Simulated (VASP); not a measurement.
# MgO (F-43m) in VASP: single point with r2SCAN

Aim: the single point of MgO with r2SCAN.

Program: VASP 6.6.1. These are calculated values, not measurements. Logs are shortened: lines on timing, memory, paths and dates and some standing lists are left out, and cuts for length are marked.

### 1 The cell of the first run

It takes space group F-43m (No. 216, cubic). The conventional cell has a = 4.564 Å, b = 4.564 Å, c = 4.564 Å, α = 90.00°, β = 90.00°, γ = 90.00°. Mg (site symmetry -43m) has 4 O at 1.98 Å within 2.6 Å. Within 2.6 Å of O (site symmetry -43m) lie 4 Mg at 1.98 Å.

### 2 Single point, r2SCAN

Input file POSCAR:

```
MgO
1.0
    0.0000000000      2.2820056620      2.2820056620
    2.2820056620      0.0000000000      2.2820056620
    2.2820056620      2.2820056620      0.0000000000
Mg O
1 1
Direct
    0.0000000000      0.0000000000      0.0000000000
    0.2500000000      0.2500000000      0.2500000000
```

Input file INCAR.step1:

```
PREC = Accurate ; ENCUT = 520
ISMEAR = 0 ; SIGMA = 0.01
LREAL = False ; LASPH = True
NELM = 100 ; NBANDS = 11
GGA = PE ; ALGO = Normal
EDIFF = 1E-4 ; LWAVE = True
LCHARG = False
```

Input file INCAR.step2:

```
PREC = Accurate ; ENCUT = 520
EDIFF = 1E-6 ; ISMEAR = 0
SIGMA = 0.01 ; LREAL = False
LASPH = True ; NELM = 100
ALGO = Normal ; ISIF = 2
LWAVE = False ; LCHARG = True
METAGGA = R2SCAN ; LMIXTAU = True
LELF = True ; LVHAR = True
NBANDS = 11 ; ISTART = 1
```

Input file KPOINTS:

```
regular mesh
0
Gamma
  8 8 8
```

Potentials or basis: VASP PAW PBE potentials, release 64 (Mg, O).

Launch:

```
$ cat potpaw_PBE.64/Mg/POTCAR potpaw_PBE.64/O/POTCAR > POTCAR
$ cp INCAR.step1 INCAR
$ mpirun -np 1 vasp_std > vasp.out
$ cp INCAR.step2 INCAR
$ mpirun -np 1 vasp_std > vasp.out
```

OUTCAR:

```text
PREC = Accurate
   ENCUT = 520
   EDIFF = 1E-6
   ISMEAR = 0
   LREAL = False
   LASPH = True
   NELM = 100
   ISIF = 2
   METAGGA = R2SCAN
   ISTART = 1

 ion  position               nearest neighbor table
   1  0.000  0.000  0.000-   2 1.98   2 1.98   2 1.98   2 1.98
   2  0.250  0.250  0.250-   1 1.98   1 1.98   1 1.98   1 1.98

  LATTYP: Found a face centered cubic cell.
 ALAT       =     4.5640113240

  Lattice vectors:

 A1 = (   0.0000000000,   2.2820056620,   2.2820056620)
 A2 = (   2.2820056620,   0.0000000000,   2.2820056620)
 A3 = (   2.2820056620,   2.2820056620,   0.0000000000)

Analysis of symmetry for initial positions (statically):
=====================================================================
 Subroutine PRICEL returns:
 Original cell was already a primitive cell.

 Routine SETGRP: Setting up the symmetry group for a
 face centered cubic supercell.

 Subroutine GETGRP returns: Found 24 space group operations
 (whereof 24 operations were pure point group operations)
 out of a pool of 48 trial point group operations.

The static configuration has the point symmetry T_d .

Analysis of symmetry for dynamics (positions and initial velocities):
=====================================================================
 Subroutine PRICEL returns:
 Original cell was already a primitive cell.

 Routine SETGRP: Setting up the symmetry group for a
 face centered cubic supercell.

 Subroutine GETGRP returns: Found 24 space group operations
 (whereof 24 operations were pure point group operations)
 out of a pool of 48 trial point group operations.

The dynamic configuration has the point symmetry T_d .

 Subroutine INISYM returns: Found 24 space group operations
 (whereof 24 operations are pure point group operations),
 and found     1 'primitive' translations

----------------------------------------------------------------------------------------

                                     Primitive cell

  volume of cell :      23.7673

  direct lattice vectors                    reciprocal lattice vectors
     0.000000000  2.282005662  2.282005662    -0.219105504  0.219105504  0.219105504
     2.282005662  0.000000000  2.282005662     0.219105504 -0.219105504  0.219105504
     2.282005662  2.282005662  0.000000000     0.219105504  0.219105504 -0.219105504

  length of vectors
     3.227243357  3.227243357  3.227243357     0.379501865  0.379501865  0.379501865

  position of ions in fractional coordinates (direct lattice)
     0.000000000  0.000000000  0.000000000
[... 81 lines left out ...]
   NSW    =      0    number of steps for IOM
   IBRION =     -1    ionic relax: 0-MD 1-quasi-New 2-CG
   NFREE  =      0    steps in history (QN), initial steepest desc. (CG)
   ISIF   =      2    stress and relaxation
   ISYM   =      2    0-nonsym 1-usesym 2-fastsym
   POTIM  = 0.5000    time-step for ionic-motion
   TEBEG  =    0.0;   TEEND  =   0.0 temperature during run
   PSTRESS=    0.0 pullay stress
   NELECT =       8.0000    total number of electrons
   NUPDOWN=      -1.0000    fix difference up-down
   EMIN   =  10.00;   EMAX   =-10.00  energy-range for DOS
   EFERMI =   0.00;   METHOD = LEGACY
   ISMEAR =     0;   SIGMA  =   0.01  broadening in eV -4-tet -1-fermi 0-gaus
   EFERMI_NEDOS =   21; number of points for ismear=-14 and -15
   IALGO  =     38    algorithm
   IMIX   =      4    mixing-type and parameters
     AMIX     =   0.40;   BMIX     =  1.00
     AMIX_MAG =   1.60;   BMIX_MAG =  1.00
  volume/ion in A,a.u.               =      11.88        80.19
  Fermi-wavevector in a.u.,A,eV,Ry     =   1.138793  2.152007 17.644708  1.296849
  Thomas-Fermi vector in A             =   2.275497
   LORBIT       =      0    0 simple, 1 ext, 2 COOP (PROOUT), +10 PAW based schemes
   METAGGA = R2SCAN    functional components
   LHFCALC =     F    Hartree Fock is set to
   AEXX    =    0.0000 exact exchange contribution
   IVDW    =     0    specifies the selected vdW correction
   LEPSILON=     F    determine dielectric tensor
   LRPA    =     F    only Hartree local field effects (RPA)
 non-spin polarized calculation
 Gauss-broadening in eV      SIGMA  =   0.01
  energy-cutoff  :      520.00
  volume of cell :       23.77
 maximum number of plane-waves:       652
   NGX = 13   NGY = 13   NGZ = 13

 number of electron       8.0000007 magnetization

 Free energy of the ion-electron system (eV)
  ---------------------------------------------------
  ext. energy  EPLUGINS =         0.00000000
  ---------------------------------------------------
  free energy    TOTEN  =       -15.85383758 eV

  energy without entropy =      -15.85383758  energy(sigma->0) =      -15.85383758

 E-fermi :   0.4876     XC(G=0): -10.1656

 val. band max:        0.3606804727   @ k =   0.0000   0.0000   0.0000
 cond. band min:       4.6825380755   @ k =   0.0000   0.0000   0.0000
 fundamental gap:      4.3218576028
 Fermi energy:         0.4875691175

 k-point     1 :       0.0000    0.0000    0.0000
  band No.  band energies     occupation
      1     -16.4719      2.00000
      2       0.3607      2.00000
      3       0.3607      2.00000
      4       0.3607      2.00000
      5       4.6825      0.00000
      6      18.2779      0.00000
      7      18.2779      0.00000
      8      18.2779      0.00000
      9      21.7560      0.00000
     10      21.7560      0.00000
     11      21.8768      0.00000
[... 309 lines left out ...]
 k-point    24 :      -0.3750    0.2500    0.1250
  band No.  band energies     occupation
      1     -15.7294      2.00000
      2      -2.1817      2.00000
      3      -0.6361      2.00000
      4      -0.0612      2.00000
      5       9.6691      0.00000
      6      11.5360      0.00000
      7      14.8748      0.00000
      8      16.4626      0.00000
      9      21.4394      0.00000
     10      22.5313      0.00000
     11      25.6439      0.00000

 [... further k-points ...]
[... 5 lines left out ...]
  --------------------------------------------------------------------------------------
  -------------------------------------------------------------------------------------
  Total       -0.0814455     -0.0814455     -0.0814455      0.0000000      0.0000000      0.0000000
  in kB       -5.4903161     -5.4903161     -5.4903161      0.0000000      0.0000000      0.0000000
  external PRESSURE =      -5.4903161 kB  Pullay stress =       0.0000000 kB

 VOLUME and BASIS-vectors are now :
 -----------------------------------------------------------------------------
  energy-cutoff  :      520.00
  volume of cell :       23.77
      direct lattice vectors                 reciprocal lattice vectors
     0.000000000  2.282005662  2.282005662    -0.219105504  0.219105504  0.219105504
     2.282005662  0.000000000  2.282005662     0.219105504 -0.219105504  0.219105504
     2.282005662  2.282005662  0.000000000     0.219105504  0.219105504 -0.219105504

 POSITION                                       TOTAL-FORCE (eV/Angst)
 -----------------------------------------------------------------------------------
      0.00000      0.00000      0.00000        -0.000000     -0.000000     -0.000000
      1.14100      1.14100      1.14100         0.000000      0.000000      0.000000
 -----------------------------------------------------------------------------------
    total drift:                                0.000003      0.000003      0.000003

  FREE ENERGIE OF THE ION-ELECTRON SYSTEM (eV)
  ---------------------------------------------------
  free  energy   TOTEN  =       -15.8538375776 eV

  energy  without entropy=      -15.8538375776  energy(sigma->0) =      -15.85383758
```

OSZICAR.step1:

```text
N       E                     dE             d eps       ncg     rms          rms(c)
DAV:   1     0.205114855095E+02    0.20511E+02   -0.44358E+03   694   0.625E+02
DAV:   2    -0.129308555653E+02   -0.33442E+02   -0.32813E+02   731   0.141E+02
DAV:   3    -0.138694100041E+02   -0.93855E+00   -0.93785E+00   796   0.224E+01
DAV:   4    -0.138724244356E+02   -0.30144E-02   -0.30144E-02   707   0.146E+00
DAV:   5    -0.138724372339E+02   -0.12798E-04   -0.12798E-04   738   0.919E-02    0.833E+00
DAV:   6    -0.117268885358E+02    0.21455E+01   -0.13573E+01   722   0.192E+01    0.277E+00
DAV:   7    -0.116982010146E+02    0.28688E-01   -0.11724E-01   677   0.266E+00    0.153E+00
DAV:   8    -0.116941140747E+02    0.40869E-02   -0.47018E-02   674   0.239E+00    0.354E-01
DAV:   9    -0.116933522640E+02    0.76181E-03   -0.80782E-04   751   0.197E-01    0.229E-01
DAV:  10    -0.116932704015E+02    0.81862E-04   -0.14857E-03   677   0.282E-01    0.119E-02
DAV:  11    -0.116932757950E+02   -0.53934E-05   -0.17314E-05   340   0.272E-02
   1 F= -.11693276E+02 E0= -.11693276E+02  d E =-.112887E-60
```

Run time: 12 s. Hardware: 1 thread of Intel Xeon 6975P-C (Granite Rapids), shared host; peak memory 0.14 GiB.

What came out:

| Item | Value |
| --- | --- |
| Free energy | -15.8538 eV |
| Pressure | -0.5 GPa |
| Band gap on the k mesh | 4.32 eV, direct |

Caveat: the PAW data sets were made with another functional, which shifts forces and pressure a little.
